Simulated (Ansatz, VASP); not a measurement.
# Two plane-wave programs on Ba

```xyz
1
Lattice="-2.3789 2.3789 2.3789 2.3789 -2.3789 2.3789 2.3789 2.3789 -2.3789" Properties=species:S:1:pos:R:3 pbc="T T T"
Ba    0.0000    0.0000    0.0000
```

Alike in both runs: functional LDA; k mesh 11 × 11 × 11; occupations fermi-dirac, width 0.05 eV; no spin polarisation.

Ansatz relaxed the structure, and its values are those at the end. VASP's run is a single point on that final structure, the one shown.

|  | VASP | Ansatz |
| --- | --- | --- |
| version | VASP 6.6.1 | Ansatz 0.2.0 |
| potentials or method | VASP PAW LDA potentials, release 64 (Ba_sv) | PAW with Ansatz's default frozen-core files, scalar-relativistic |
| plane-wave cutoff (eV) | 520 | 420 |
| valence electrons in the cell | 10 | 10 |

```tsv
	VASP	Ansatz	Ansatz less VASP
pressure (GPa)	0.1	0.0	-0.10
```

LDA's correlation is that of Perdew and Zunger in VASP and of Perdew and Wang (1992) in Ansatz.

Spin-orbit coupling is off throughout.
